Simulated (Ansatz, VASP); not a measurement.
# CuB2: VASP beside Ansatz

Contents of INCAR:

```
  ALGO = Normal
  EDIFF = 1E-6
  ENCUT = 520
  GGA = PS
  ISIF = 2
  ISMEAR = 0
  LASPH = True
  LCHARG = False
  LREAL = False
  LWAVE = False
  NBANDS = 16
  NELM = 100
  PREC = Accurate
  SIGMA = 0.05
```

File KPOINTS:

```
k-points
0
Gamma
  12 12 10
```

POSCAR

```
CuB2
1.0
    2.9763517577      0.0000000000      0.0000000000
   -1.4881758789      2.5260443081      0.0000000000
    0.0000000000      0.0000000000      3.2884267810
Cu B
1 2
Direct
    0.0000000000      0.0000000000      0.0000000000
    0.3333333333      0.6666666667      0.5000000000
    0.6666666667      0.3333333333      0.5000000000
```

Input for Ansatz:

```yaml
crystal:
  lattice:
    - [2.9763517577, 0.0, 0.0]
    - [-1.4881758789, 2.5260443081, 0.0]
    - [0.0, 0.0, 3.288426781]
  atoms:
    - { symbol: Cu, position: [0.0, 0.0, 0.0] }
    - { symbol: B, position: [0.3333333333, 0.6666666667, 0.5] }
    - { symbol: B, position: [0.6666666667, 0.3333333333, 0.5] }
basis:
  ecutwfc: 420
  ecutrho_ratio: 4
kpoints:
  mp_grid: { grid: [12, 12, 10] }
hamiltonian:
  xc: pbesol
scf:
  occupations: { method: gaussian, width: 0.05 }
output:
  forces: true
  stress: true
  eigenvalues: true
```

Change from the starting cell: strain e2 = -0.02, atoms carried along.

Alike in both runs: task single point; functional PBEsol; k mesh 12 × 12 × 10; occupations gaussian, width 0.05 eV; no spin polarisation.

|  | VASP | Ansatz |
| --- | --- | --- |
| version | VASP 6.6.1 | Ansatz 0.2.0 |
| potentials or method | VASP PAW PBE potentials, release 64 (Cu, B), cutoff 520 eV | scalar-relativistic, plane waves, PAW |
| valence electrons in the cell | 17 | 25 |

VASP gave:

| Item | Value |
| --- | --- |
| gap on the k mesh at the Fermi level (eV) | none |
| pressure (GPa) | 5.2 |
| traceless stress, the component that is largest in VASP (GPa) | 4.41 |
| rms of the force components (eV/Å) | 0.123 |

**Question.** What did Ansatz give for the same quantities?

**Answer.** gap on the k mesh at the Fermi level (eV): none; pressure (GPa): 4.9; traceless stress, the component that is largest in VASP (GPa): 4.39; rms of the force components (eV/Å): 0.121.

VASP's potentials were made for PBE, not for PBEsol. Atom by atom the forces differ by 0.002 eV/Å (rms over components). A gap of «none» marks a metal or a gap that the smearing closes. VASP's potentials hold 17 valence electrons a cell and Ansatz's 25, so a difference there can come from the potentials and not from the codes.
